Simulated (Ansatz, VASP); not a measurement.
Cu2SnRhS4 in VASP and in Ansatz

File INCAR:

```
PREC     = Accurate       # precision mode
ENCUT    = 520            # plane-wave cutoff, eV
EDIFF    = 1E-7           # SCF threshold, eV
ISMEAR   = -1             # smearing method
SIGMA    = 0.1            # smearing width, eV
LREAL    = False          # projectors in reciprocal space
LASPH    = True           # aspherical terms in the spheres
NELM     = 80             # most SCF steps
ALGO     = Normal         # electronic algorithm
ISIF     = 2              # what is computed and relaxed
LWAVE    = False          # write WAVECAR
LCHARG   = False          # write CHGCAR
GGA      = PE             # functional
NBANDS   = 48             # bands
```

File KPOINTS:

```
Automatic mesh
0
Gamma
  6 6 6
```

Contents of POSCAR:

```
Cu2SnRhS4
1.0
    0.0000000000      5.3548950000      0.0000000000
    5.3548950000      0.0000000000      0.0000000000
    2.6774470000      2.6774470000     -5.3538030000
Sn Rh S Cu
1 1 4 2
Direct
    0.5000000000      0.5000000000      0.0000000000
    0.0000000000      0.0000000000      0.0000000000
    0.3753000000      0.3753000000      0.7336000000
    0.6247000000      0.1089000000      0.2664000000
    0.8911000000      0.8911000000      0.7336000000
    0.1089000000      0.6247000000      0.2664000000
    0.7500000000      0.2500000000      0.5000000000
    0.2500000000      0.7500000000      0.5000000000
```

Input for Ansatz:

```yaml
crystal:
  lattice:
    - [0.0, 5.354895, 0.0]
    - [5.354895, 0.0, 0.0]
    - [2.677447, 2.677447, -5.353803]
  atoms:
    - { symbol: Sn, position: [0.5, 0.5, 0.0] }
    - { symbol: Rh, position: [0.0, 0.0, 0.0] }
    - { symbol: S, position: [0.3753, 0.3753, 0.7336] }
    - { symbol: S, position: [0.6247, 0.1089, 0.2664] }
    - { symbol: S, position: [0.8911, 0.8911, 0.7336] }
    - { symbol: S, position: [0.1089, 0.6247, 0.2664] }
    - { symbol: Cu, position: [0.75, 0.25, 0.5] }
    - { symbol: Cu, position: [0.25, 0.75, 0.5] }
  symmetry: { tolerance: 0.0003 }
kpoints:
  mp_grid: { grid: [6, 6, 6], shift: [0, 0, 0] }
magnetization:
  spin_polarized: false
scf:
  occupations: { method: fermi_dirac }
hamiltonian:
  pseudopotentials: { kind: paw }
  xc: pbe
basis:
  ecutwfc: "36.7 Ry"
  xc_grid: 2
output:
  forces: true
  stress: true
  eigenvalues: true
```

Alike in both runs: task single point; functional PBE; k mesh 6 × 6 × 6; no spin polarisation.

|  | VASP | Ansatz |
| --- | --- | --- |
| version | VASP 6.6.1 | Ansatz 0.2.0 |
| potentials or method | VASP PAW PBE potentials, release 64 (Sn_d, Rh_pv, S, Cu), cutoff 520 eV | PAW plane waves |
| occupations | fermi-dirac, width 0.1 eV | fermi-dirac |
| valence electrons in the cell | 75 | 93 |

```tsv
	VASP	Ansatz	Ansatz less VASP
gap on the k mesh at the Fermi level (eV)	none	none	-
pressure (GPa)	4.3	4.3	-0.03
traceless stress, the component that is largest in VASP (GPa)	-0.10	-0.09	+0.010
rms of the force components (eV/Å)	0.299	0.310	+0.0115
```

Atom by atom the forces differ by 0.018 eV/Å (rms over components). A gap of «none» marks a metal or a gap that the smearing closes. VASP's potentials hold 75 valence electrons a cell and Ansatz's 93, so a difference there can come from the potentials and not from the codes.
